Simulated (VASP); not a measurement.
# CrPb7S8 (Fm-3m) in VASP: notebook

Runs on CrPb7S8. Level: PBEsol+U. Tasks: single point, relaxation of the atoms.

Program: VASP 6.6.1. These are calculated values, not measurements. Logs are shortened: lines on timing, memory, paths and dates and some standing lists are left out, and cuts for length are marked.

## (1) The cell of the first run

Symmetry: Fm-3m, No. 225, cubic system. Conventional cell: a = 11.847 Å, b = 11.847 Å, c = 11.847 Å, α = 90.00°, β = 90.00°, γ = 90.00°. Within 3.7 Å of Cr (site symmetry m-3m) lie 6 S at 2.81 Å. Pb (site symmetry mmm) has 6 S at 2.96 to 2.97 Å within 3.9 Å. Within 4.2 Å of Pb (site symmetry m-3m) lie 6 S at 3.12 Å and 12 Pb at 4.19 Å. Within 3.9 Å of S (site symmetry -43m) lie 6 Pb at 2.96 Å. Within 3.7 Å of S (site symmetry 4mm) lie 1 Cr at 2.81 Å and 5 Pb at 2.97 to 3.12 Å.

## (2) Single point, PBEsol+U, collinear spin, ferromagnetic start

File INCAR:

```
SYSTEM = CrPb7S8
ALGO = Normal ; EDIFF = 1E-6
ENCUT = 520 ; GGA = PS
ISIF = 2 ; ISMEAR = 0
ISPIN = 2 ; KPAR = 4
LASPH = .True. ; LCHARG = .False.
LDAU = .True. ; LDAUJ = 0 0 0
LDAUL = 2 -1 -1 ; LDAUPRINT = 1
LDAUTYPE = 2 ; LDAUU = 3 0 0
LMAXMIX = 4 ; LORBIT = 11
LREAL = Auto ; LWAVE = .False.
MAGMOM = 4 0 0 0 0 0 0 0 0 0 0 0 0 0 0 0 ; NBANDS = 97
NELM = 150 ; PREC = Accurate
SIGMA = 0.05
```

File KPOINTS:

```
k-points
0
Gamma
  3 3 3
  0 0 0
```

File POSCAR:

```
CrPb7S8
1.0
    0.0000000000      5.9237000000      5.9237000000
    5.9237000000      0.0000000000      5.9237000000
    5.9237000000      5.9237000000      0.0000000000
Cr Pb S
1 7 8
Direct
    0.0000000000      0.0000000000      0.0000000000
    0.0000000000      0.0000000000      0.5000000000
    0.0000000000      0.5000000000      0.0000000000
    0.0000000000      0.5000000000      0.5000000000
    0.5000000000      0.0000000000      0.0000000000
    0.5000000000      0.0000000000      0.5000000000
    0.5000000000      0.5000000000      0.0000000000
    0.5000000000      0.5000000000      0.5000000000
    0.2500000000      0.2500000000      0.2500000000
    0.2368516804      0.2368516804      0.7631483196
    0.2368516804      0.7631483196      0.2368516804
    0.2368516804      0.7631483196      0.7631483196
    0.7631483196      0.2368516804      0.2368516804
    0.7631483196      0.2368516804      0.7631483196
    0.7631483196      0.7631483196      0.2368516804
    0.7500000000      0.7500000000      0.7500000000
```

Potentials or basis: VASP PAW PBE potentials, release 64 (Cr_pv, Pb_d, S).

Run with:

```sh
$ cat potpaw_PBE.64/Cr_pv/POTCAR potpaw_PBE.64/Pb_d/POTCAR potpaw_PBE.64/S/POTCAR > POTCAR
$ mpirun -np 4 vasp_std > vasp.out
```

OUTCAR:

```text
SYSTEM = CrPb7S8
   EDIFF = 1E-6
   ENCUT = 520
   GGA = PS
   ISIF = 2
   ISMEAR = 0
   ISPIN = 2
   LASPH = .True.
   LORBIT = 11
   LREAL = Auto
   NELM = 150
   PREC = Accurate

 ion  position               nearest neighbor table
   1  0.000  0.000  0.000-  10 2.81  11 2.81  12 2.81  13 2.81  14 2.81  15 2.81
   2  0.000  0.000  0.500-   9 2.96  16 2.96  12 2.97  13 2.97  14 2.97  11 2.97
   3  0.000  0.500  0.000-   9 2.96  16 2.96  12 2.97  13 2.97  15 2.97  10 2.97
   4  0.000  0.500  0.500-   9 2.96  16 2.96  11 2.97  14 2.97  15 2.97  10 2.97
   5  0.500  0.000  0.000-   9 2.96  16 2.96  11 2.97  14 2.97  15 2.97  10 2.97
   6  0.500  0.000  0.500-   9 2.96  16 2.96  12 2.97  13 2.97  15 2.97  10 2.97
[... 8 lines left out ...]
  15  0.763  0.763  0.237-   1 2.81   3 2.97   4 2.97   5 2.97   6 2.97   8 3.12
  16  0.750  0.750  0.750-   2 2.96   3 2.96   4 2.96   5 2.96   6 2.96   7 2.96

  LATTYP: Found a face centered cubic cell.
 ALAT       =    11.8474000000

  Lattice vectors:

 A1 = (   0.0000000000,   5.9237000000,   5.9237000000)
 A2 = (   5.9237000000,   0.0000000000,   5.9237000000)
 A3 = (   5.9237000000,   5.9237000000,   0.0000000000)

Analysis of symmetry for initial positions (statically):
=====================================================================
 Subroutine PRICEL returns:
 Original cell was already a primitive cell.

 Routine SETGRP: Setting up the symmetry group for a
 face centered cubic supercell.

 Subroutine GETGRP returns: Found 48 space group operations
 (whereof 48 operations were pure point group operations)
 out of a pool of 48 trial point group operations.

The static configuration has the point symmetry O_h .

Analysis of symmetry for dynamics (positions and initial velocities):
=====================================================================
 Subroutine PRICEL returns:
 Original cell was already a primitive cell.

 Routine SETGRP: Setting up the symmetry group for a
 face centered cubic supercell.

 Subroutine GETGRP returns: Found 48 space group operations
 (whereof 48 operations were pure point group operations)
 out of a pool of 48 trial point group operations.

The dynamic configuration has the point symmetry O_h .

Analysis of structural, dynamic, and magnetic symmetry:
=====================================================================
 Subroutine PRICEL returns:
 Original cell was already a primitive cell.

 Routine SETGRP: Setting up the symmetry group for a
 face centered cubic supercell.

 Subroutine GETGRP returns: Found 48 space group operations
 (whereof 48 operations were pure point group operations)
 out of a pool of 48 trial point group operations.

The overall configuration has the point symmetry O_h .

 Subroutine INISYM returns: Found 48 space group operations
 (whereof 48 operations are pure point group operations),
 and found     1 'primitive' translations

----------------------------------------------------------------------------------------

                                     Primitive cell

  volume of cell :     415.7279

  direct lattice vectors                    reciprocal lattice vectors
     0.000000000  5.923700000  5.923700000    -0.084406705  0.084406705  0.084406705
     5.923700000  0.000000000  5.923700000     0.084406705 -0.084406705  0.084406705
     5.923700000  5.923700000  0.000000000     0.084406705  0.084406705 -0.084406705

  length of vectors
     8.377376879  8.377376879  8.377376879     0.146196702  0.146196702  0.146196702

  position of ions in fractional coordinates (direct lattice)
     0.000000000  0.000000000  0.000000000
     0.000000000  0.000000000  0.500000000
     0.000000000  0.500000000  0.000000000
     0.000000000  0.500000000  0.500000000
     0.500000000  0.000000000  0.000000000
     0.500000000  0.000000000  0.500000000
[... 111 lines left out ...]
   AEXX    =    0.0000 exact exchange contribution
   IVDW    =     0    specifies the selected vdW correction
   LEPSILON=     F    determine dielectric tensor
   LRPA    =     F    only Hartree local field effects (RPA)
 spin polarized calculation
 Gauss-broadening in eV      SIGMA  =   0.05
  energy-cutoff  :      520.00
  volume of cell :      415.73
 maximum number of plane-waves:     11206
 NGX is ok and might be reduce to    64
   NGX = 31   NGY = 31   NGZ = 31

atom =   1  type =  1  l = 2

 onsite density matrix

spin component  1

  0.9059  0.0000  0.0000 -0.0000 -0.0000
  0.0000  0.9059  0.0000  0.0000 -0.0000
  0.0000  0.0000  0.6402  0.0000 -0.0000
 -0.0000  0.0000  0.0000  0.9059 -0.0000
 -0.0000 -0.0000 -0.0000 -0.0000  0.6402

spin component  2

  0.0095 -0.0000 -0.0000  0.0000  0.0000
 -0.0000  0.0095 -0.0000 -0.0000  0.0000
 -0.0000 -0.0000  0.0433 -0.0000  0.0000
  0.0000 -0.0000 -0.0000  0.0095  0.0000
  0.0000  0.0000  0.0000  0.0000  0.0433

 occupancies and eigenvectors

  o =  0.0095  v =  0.0000  0.0000  0.0000  0.0000  0.0000  1.0000  0.0000  0.0000  0.0000  0.0000      0.0000  0.0000  0.0000  0.0000  0.0000  0.0000  0.0000  0.0000  0.0000  0.0000
  o =  0.0095  v =  0.0000  0.0000  0.0000  0.0000  0.0000  0.0000 -0.9988  0.0000 -0.0494 -0.0000      0.0000  0.0000  0.0000  0.0000  0.0000  0.0000  0.0000  0.0000  0.0000  0.0000
  o =  0.0095  v =  0.0000  0.0000  0.0000  0.0000  0.0000  0.0000 -0.0494  0.0000  0.9988  0.0000      0.0000  0.0000  0.0000  0.0000  0.0000  0.0000  0.0000  0.0000  0.0000  0.0000
  o =  0.0433  v =  0.0000  0.0000  0.0000  0.0000  0.0000  0.0000  0.0000  0.9996 -0.0000 -0.0282      0.0000  0.0000  0.0000  0.0000  0.0000  0.0000  0.0000  0.0000  0.0000  0.0000
  o =  0.0433  v =  0.0000  0.0000  0.0000  0.0000  0.0000  0.0000  0.0000 -0.0282 -0.0000 -0.9996      0.0000  0.0000  0.0000  0.0000  0.0000  0.0000  0.0000  0.0000  0.0000  0.0000
  o =  0.6402  v =  0.0000  0.0000  0.9988 -0.0000  0.0489  0.0000  0.0000  0.0000  0.0000  0.0000      0.0000  0.0000  0.0000  0.0000  0.0000  0.0000  0.0000  0.0000  0.0000  0.0000
  o =  0.6402  v =  0.0000 -0.0000 -0.0489 -0.0000  0.9988  0.0000  0.0000  0.0000  0.0000  0.0000      0.0000  0.0000  0.0000  0.0000  0.0000  0.0000  0.0000  0.0000  0.0000  0.0000
  o =  0.9059  v =  0.0000 -0.1619 -0.0000 -0.9868  0.0000  0.0000  0.0000  0.0000  0.0000  0.0000      0.0000  0.0000  0.0000  0.0000  0.0000  0.0000  0.0000  0.0000  0.0000  0.0000
  o =  0.9059  v =  0.0000 -0.9868  0.0000  0.1619 -0.0000  0.0000  0.0000  0.0000  0.0000  0.0000      0.0000  0.0000  0.0000  0.0000  0.0000  0.0000  0.0000  0.0000  0.0000  0.0000
  o =  0.9059  v =  1.0000  0.0000  0.0000  0.0000  0.0000  0.0000  0.0000  0.0000  0.0000  0.0000      0.0000  0.0000  0.0000  0.0000  0.0000  0.0000  0.0000  0.0000  0.0000  0.0000

 number of electron     157.9999978 magnetization       4.0214962

 Free energy of the ion-electron system (eV)
  ---------------------------------------------------
  ext. energy  EPLUGINS =         0.00000000
  ---------------------------------------------------
  free energy    TOTEN  =       -78.85765861 eV

  energy without entropy =      -78.85398899  energy(sigma->0) =      -78.85582380

 E-fermi :   5.3532     XC(G=0):  -9.8033

 val. band max:        5.3072072748   @ k =   0.0000   0.0000   0.0000
 cond. band min:       5.3638136981   @ k =   0.3333   0.3333   0.0000
 fundamental gap:      0.0566064233
 Fermi energy:         5.3531751299

 spin component 1

 k-point     1 :       0.0000    0.0000    0.0000
  band No.  band energies     occupation
      1     -38.1504      1.00000
      2     -38.1504      1.00000
      3     -38.1504      1.00000
      4     -11.8203      1.00000
      5     -11.8203      1.00000
      6     -11.8067      1.00000
[... 365 lines left out ...]
     90       7.8305      0.00000
     91       8.2169      0.00000
 Fermi energy:         5.3531751299

 spin component 2

 k-point     1 :       0.0000    0.0000    0.0000
  band No.  band energies     occupation
      1     -34.2393      1.00000
      2     -34.2393      1.00000
      3     -34.2393      1.00000
      4     -11.8141      1.00000
      5     -11.8141      1.00000
      6     -11.7990      1.00000
[... 365 lines left out ...]
     90       9.0496      0.00000
     91       9.0702      0.00000
 [bands above 91 left out]

------------------------ aborting loop because EDIFF is reached ----------------------------------------

  FORCE on cell =-STRESS in cart. coord.  units (eV):
  Direction    XX          YY          ZZ          XY          YZ          ZX
  --------------------------------------------------------------------------------------
  -------------------------------------------------------------------------------------
  Total       -8.5512130     -8.5512130     -8.5512130     -0.0000000      0.0000000     -0.0000000
  in kB      -32.9555940    -32.9555940    -32.9555940     -0.0000000      0.0000000     -0.0000000
  external PRESSURE =     -32.9555940 kB  Pullay stress =       0.0000000 kB

 VOLUME and BASIS-vectors are now :
 -----------------------------------------------------------------------------
  energy-cutoff  :      520.00
  volume of cell :      415.73
      direct lattice vectors                 reciprocal lattice vectors
     0.000000000  5.923700000  5.923700000    -0.084406705  0.084406705  0.084406705
     5.923700000  0.000000000  5.923700000     0.084406705 -0.084406705  0.084406705
     5.923700000  5.923700000  0.000000000     0.084406705  0.084406705 -0.084406705

 POSITION                                       TOTAL-FORCE (eV/Angst)
 -----------------------------------------------------------------------------------
      0.00000      0.00000      0.00000         0.000000      0.000000     -0.000000
      2.96185      2.96185      0.00000         0.000000     -0.000000     -0.000000
      2.96185      0.00000      2.96185         0.000000      0.000000     -0.000000
      5.92370      2.96185      2.96185        -0.000000      0.000000     -0.000000
      0.00000      2.96185      2.96185        -0.000000     -0.000000     -0.000000
      2.96185      5.92370      2.96185        -0.000000     -0.000000     -0.000000
[... 8 lines left out ...]
      5.92370      5.92370      9.04132         0.000000      0.000000      0.066338
      8.88555      8.88555      8.88555        -0.000000     -0.000000     -0.000000
 -----------------------------------------------------------------------------------
    total drift:                                0.000000      0.000000      0.000000

  FREE ENERGIE OF THE ION-ELECTRON SYSTEM (eV)
  ---------------------------------------------------
  free  energy   TOTEN  =       -78.8576586132 eV

  energy  without entropy=      -78.8539889857  energy(sigma->0) =      -78.85582380

 total charge

# of ion       s       p       d       tot
------------------------------------------
    1        0.159   6.094   4.095  10.348
    2        1.471   0.512   9.844  11.827
    3        1.471   0.512   9.844  11.827
    4        1.471   0.512   9.844  11.827
    5        1.471   0.512   9.844  11.827
    6        1.471   0.512   9.844  11.827
[... 8 lines left out ...]
   15        1.343   2.298   0.000   3.642
   16        1.347   2.308   0.000   3.654
--------------------------------------------------
tot         21.201  28.048  72.990 122.239

 magnetization (x)

# of ion       s       p       d       tot
------------------------------------------
    1        0.033   0.023   3.870   3.926
    2       -0.004   0.003  -0.000  -0.001
    3       -0.004   0.003  -0.000  -0.001
    4       -0.004   0.003  -0.000  -0.001
    5       -0.004   0.003  -0.000  -0.001
    6       -0.004   0.003  -0.000  -0.001
[... 8 lines left out ...]
   15        0.001  -0.043   0.000  -0.042
   16       -0.000  -0.011   0.000  -0.011
--------------------------------------------------
tot         -0.005  -0.189   3.868   3.673
```

Wall time 2.3 min (4 MPI ranks of AMD EPYC 9R45 (Zen 5), shared host); peak memory 0.91 GiB.

Results:

| Quantity | Value |
| --- | --- |
| Free energy | -78.8577 eV |
| Pressure | -3.3 GPa |
| Largest force | 0.066 eV/Å |
| Band gap on the k mesh | zero (filled and empty bands overlap) |
| Net moment | 4.02 μB per cell |
| Site moments | Cr +3.93; Pb -0.00, +0.03 (each value once); S -0.01, -0.04 (each value once) μB |
| Valence electrons inside the program's atomic spheres | Cr 10.35; Pb 11.83, 11.77 (each value once); S 3.65, 3.64 (each value once) |

Forces on the atoms (eV/Å):
```
Cr   0.000  0.000  0.000
Pb   0.000  0.000  0.000
Pb   0.000  0.000  0.000
Pb   0.000  0.000  0.000
Pb   0.000  0.000  0.000
Pb   0.000  0.000  0.000
Pb   0.000  0.000  0.000
Pb   0.000  0.000  0.000
S    0.000  0.000  0.000
S    0.000  0.000 -0.066
S    0.000 -0.066  0.000
S    0.066  0.000  0.000
S   -0.066  0.000  0.000
S    0.000  0.066  0.000
S    0.000  0.000  0.066
S    0.000  0.000  0.000
```

Eigenvalues of the final occupation matrices:
```tsv
site	spin	trace	eigenvalues
site 1 d	1	4.00	0.64 0.64 0.91 0.91 0.91
site 1 d	2	0.12	0.01 0.01 0.01 0.04 0.04
```

Caveat: the cell stands under tension; the PAW data sets were made with another functional, which shifts forces and pressure a little; spin-orbit coupling is left out, which moves the levels of the heavy elements; a cell with one magnetic atom can't hold antiferromagnetic order, which such compounds often take.

## (3) Relaxation of the atoms, PBEsol+U, collinear spin, ferromagnetic start

File INCAR:

```
SYSTEM = CrPb7S8
PREC = Accurate ; ENCUT = 520
EDIFF = 1E-6 ; ISMEAR = 0
SIGMA = 0.05 ; LREAL = Auto
LASPH = .TRUE. ; NELM = 150
ALGO = Normal ; ISIF = 2
LWAVE = .FALSE. ; LCHARG = .FALSE.
ISPIN = 2 ; MAGMOM = 4 0 0 0 0 0 0 0 0 0 0 0 0 0 0 0
LORBIT = 11 ; LMAXMIX = 4
LDAU = .TRUE. ; LDAUTYPE = 2
LDAUL = 2 -1 -1 ; LDAUU = 3 0 0
LDAUJ = 0 0 0 ; LDAUPRINT = 1
GGA = PS ; IBRION = 2
NSW = 50 ; EDIFFG = -0.03
KPAR = 4
```

File KPOINTS:

```
regular mesh
0
G
  3 3 3
  0 0 0
```

POSCAR: that of step 2 with these lines changed.

```diff
@@ -17,8 +17,8 @@
     0.2500000000      0.2500000000      0.2500000000
-    0.2368516804      0.2368516804      0.7631483196
-    0.2368516804      0.7631483196      0.2368516804
-    0.2368516804      0.7631483196      0.7631483196
-    0.7631483196      0.2368516804      0.2368516804
-    0.7631483196      0.2368516804      0.7631483196
-    0.7631483196      0.7631483196      0.2368516804
+    0.2500000000      0.2500000000      0.7500000000
+    0.2500000000      0.7500000000      0.2500000000
+    0.2500000000      0.7500000000      0.7500000000
+    0.7500000000      0.2500000000      0.2500000000
+    0.7500000000      0.2500000000      0.7500000000
+    0.7500000000      0.7500000000      0.2500000000
     0.7500000000      0.7500000000      0.7500000000
```

Potentials or basis: VASP PAW PBE potentials, release 64 (Cr_pv, Pb_d, S).

Run with:

```sh
$ cat potpaw_PBE.64/Cr_pv/POTCAR potpaw_PBE.64/Pb_d/POTCAR potpaw_PBE.64/S/POTCAR > POTCAR
$ mpirun -np 4 vasp_std > vasp.out
```

Run time: 8.5 min. Hardware: 4 MPI ranks of AMD EPYC 9R45 (Zen 5), shared host; peak memory 0.98 GiB.

Results (log left out):

| Item | Value |
| --- | --- |
| Free energy | -78.8624 eV |
| Energy gained by relaxing | 18.3 meV/atom |
| Ionic steps | 5 |
| Pressure after relaxing | -3.3 GPa |
| Band gap on the k mesh | zero (filled and empty bands overlap) |
| Net moment | 4.00 μB per cell |
| Site moments | Cr +3.90; Pb -0.00, +0.04 (each value once); S -0.01, -0.04 (each value once) μB |
| Valence electrons inside the program's atomic spheres | Cr 10.35; Pb 11.83, 11.76 (each value once); S 3.65, 3.64 (each value once) |

The path:
| step | energy change (eV) | largest force (eV/Å) | pressure (GPa) |
| --- | --- | --- | --- |
| 1 | 0.0000 | 0.5601 | -2.87 |
| 2 | -0.0837 | 0.4739 | -2.98 |
| 3 | -0.2485 | 0.2060 | -3.20 |
| 4 | -0.2240 | 0.2485 | -3.39 |
| 5 | -0.2925 | 0.0038 | -3.33 |

Final structure:
```
CELL_PARAMETERS angstrom
0.00000 5.92370 5.92370
5.92370 0.00000 5.92370
5.92370 5.92370 0.00000
ATOMIC_POSITIONS crystal
Cr 0.00000 0.00000 0.00000
Pb 0.00000 0.00000 0.50000
Pb 0.00000 0.50000 0.00000
Pb 0.00000 0.50000 0.50000
Pb 0.50000 0.00000 0.00000
Pb 0.50000 0.00000 0.50000
Pb 0.50000 0.50000 0.00000
Pb 0.50000 0.50000 0.50000
S 0.25000 0.25000 0.25000
S 0.23468 0.23468 0.76532
S 0.23468 0.76532 0.23468
S 0.23468 0.76532 0.76532
S 0.76532 0.23468 0.23468
S 0.76532 0.23468 0.76532
S 0.76532 0.76532 0.23468
S 0.75000 0.75000 0.75000
```

Levels at points of the mesh, in eV from the Fermi level:
Spin up:
```csv
k point,band 77,band 78,band 79,band 80,band 81,band 82,band 83,band 84
"(0.00, 0.00, 0.00)",-1.48,0.18,0.18,0.18,0.32,0.38,0.38,0.50
```
Spin down:
| k point | band 73 | band 74 | band 75 | band 76 | band 77 | band 78 | band 79 | band 80 | band 81 | band 82 |
| --- | --- | --- | --- | --- | --- | --- | --- | --- | --- | --- |
| (0.00, 0.00, 0.00) | -1.66 | -1.66 | -0.08 | -0.08 | -0.08 | 0.33 | 0.54 | 0.54 | 0.54 | 1.95 |

Eigenvalues of the final occupation matrices:
| site | spin | trace | eigenvalues |
| --- | --- | --- | --- |
| site 1 d | 1 | 3.98 | 0.63 0.63 0.91 0.91 0.91 |
| site 1 d | 2 | 0.12 | 0.01 0.01 0.01 0.05 0.05 |

Caveat: the PAW data sets were made with another functional, which shifts forces and pressure a little; spin-orbit coupling is left out, which moves the levels of the heavy elements; a cell with one magnetic atom can't hold antiferromagnetic order, which such compounds often take. The state reached can hang on the start; a lower one may exist.

The gap in the log of VASP goes by the Fermi energy; the results here count the filled bands.